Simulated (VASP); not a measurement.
## W: single point with r2SCAN

W:

```
W
1.0
     0.00000    2.03000    1.96910
     2.03000    0.00000    1.96910
     2.03000    2.03000    0.00000
W
1
Cartesian
  0.0000 0.0000 0.0000
```

This cell differs from its parent crystal: strain +0.000 along x and y, -0.030 along z.

| Property | Result |
| --- | --- |
| Program | VASP 6.6.1 |
| Task | single point |
| Functional | r2SCAN |
| Potentials or basis | VASP PAW PBE potentials, release 64 (W_sv) |
| Cutoff | 520 eV |
| k mesh | 20 × 20 × 20 |
| Occupations | gaussian, width 0.15 eV |
| Spin | no spin polarisation |

- Pressure: 0.8 GPa
- Band gap on the k mesh: zero (bands 7 and 8 overlap by 4.01 eV)

Stress tensor (GPa, compression positive):
```
 5.36  0.00  0.00
 0.00  5.36  0.00
 0.00  0.00 -8.26
```

Levels at points of the mesh, in eV from the Fermi level:
| k point | band 5 | band 6 | band 7 | band 8 | band 9 | band 10 |
| --- | --- | --- | --- | --- | --- | --- |
| (0.00, 0.00, 0.00) | -9.58 | -0.79 | -0.79 | -0.32 | 2.46 | 3.12 |
| (0.50, 0.00, 0.00) | -6.00 | -1.07 | -0.53 | 0.45 | 5.18 | 5.43 |
| (0.50, 0.50, 0.00) | -5.80 | -4.93 | 3.48 | 5.30 | 6.01 | 6.01 |
| (0.50, 0.00, 0.50) | -5.86 | -4.87 | 2.83 | 5.36 | 5.79 | 6.21 |

Run time: 2.3 min on 1 thread of Intel(R) Xeon(R) 6975P-C (Granite Rapids) (shared host), peak memory 0.25 GiB.

Caveat: the cell differs from its parent crystal (strain +0.000 along x and y, -0.030 along z); the stress differs along the axes, from -8 to 5 GPa; the PAW data sets were made with another functional, which shifts forces and pressure a little; spin-orbit coupling is left out, which moves the levels of the heavy elements.
